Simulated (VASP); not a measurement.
Rb, 1 atom in the cell. Symmetry: I4/mmm, No. 139, tetragonal system. Conventional cell: a = 5.909 Å, b = 5.909 Å, c = 5.462 Å, α = 90.00°, β = 90.00°, γ = 90.00°. 

| Property | Result |
| --- | --- |
| Program | VASP 6.6.1 |
| Task | single point |
| Functional | r2SCAN |
| Potentials or basis | VASP PAW PBE potentials, release 64 (Rb_sv) |
| Cutoff | 520 eV |
| k mesh | 10 × 10 × 10 |
| Occupations | gaussian, width 0.1 eV |
| Spin | no spin polarisation |
| Dipole correction | no |
| Further INCAR settings | ALGO = Normal; EDIFF = 1e-07; NBANDS = 10 |

Potentials or basis: VASP PAW PBE potentials, release 64 (Rb_sv).

Command:

```bash
$ cat potpaw_PBE.64/Rb_sv/POTCAR > POTCAR
$ cp INCAR.step1 INCAR
$ mpirun -np 1 vasp_std > vasp.out
$ cp INCAR.step2 INCAR
$ mpirun -np 1 vasp_std > vasp.out
```

Hardware: 1 thread of Intel(R) Xeon(R) Platinum 8259CL CPU @ 2.50GHz (Skylake/Cascade Lake), with other jobs on the host.

**Question.** How long does it take, and how much memory?

**Answer.** Run time: 5.9 min on 1 thread of Intel(R) Xeon(R) Platinum 8259CL CPU @ 2.50GHz (Skylake/Cascade Lake) (shared host), peak memory 0.3 GiB. Counts: k points 102.
